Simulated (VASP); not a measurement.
Set up this calculation in VASP 6.6.1, as the native input.

```yaml
Task: relaxation of cell and atoms
Functional: PBE
Dispersion: D3(BJ)
Potentials_or_basis: VASP PAW PBE potentials, release 64 (Hg)
Cutoff: 600 eV
k_mesh: 15 × 15 × 8
Occupations: gaussian, width 0.1 eV
Spin: no spin polarisation
Dipole_correction: no
Further_INCAR_settings: ALGO = Normal; EDIFF = 1e-06; IBRION = 2; EDIFFG = -0.005; NSW = 100; ISIF = 3
```

The structure of Hg lies in POSCAR:

```
Hg
1.0
    3.4618096384      0.0000000000      0.0000000000
   -1.7309048192      2.9980150899      0.0000000000
    0.0000000000      0.0000000000      5.4875482800
Hg
2
Direct
    0.6666666700      0.3333333300      0.7500000000
    0.3333333300      0.6666666700      0.2500000000
```

One way to write it, as run:

INCAR

```
SYSTEM = Hg
ALGO = Normal
EDIFF = 1E-6
EDIFFG = -0.005
ENCUT = 600
GGA = PE
IBRION = 2
ISIF = 3
ISMEAR = 0
IVDW = 12
LASPH = .True.
LCHARG = .False.
LREAL = .False.
LWAVE = .False.
NELM = 100
NSW = 100
PREC = Accurate
SIGMA = 0.1
```

KPOINTS

```
k-points
0
Gamma
  15 15 8
  0 0 0
```

Potentials or basis: VASP PAW PBE potentials, release 64 (Hg).

Run with:

```console
$ cat potpaw_PBE.64/Hg/POTCAR > POTCAR
$ mpirun -np 1 vasp_std > vasp.out
```

Results of the run:

```
Relaxed volume                         : 26.07 Å³/atom
Relaxed cell                           : a = 3.368 Å, b = 3.368 Å, c = 5.305 Å, α = 90.00°, β = 90.00°, γ = 120.00°
Space group after relaxing (to 0.05 Å) : P6_3/mmc (No. 194)
Energy gained by relaxing              : 8.1 meV/atom
Ionic steps                            : 9
Pressure after relaxing                : 0.0 GPa
Band gap on the k mesh                 : zero (band 12 reaches 1.82 eV, above the bottom of band 13 at 0.98 eV)
Dispersion energy per atom             : -0.402 eV
```

Caveat: spin-orbit coupling is left out, which moves the levels of the heavy elements; pairwise dispersion overbinds metals, which lowers pressure and volume.

Wall time 5.8 min on 1 thread of AMD EPYC 9R45 96-Core Processor (Zen 5), with other jobs on the host, peak memory 0.26 GiB.
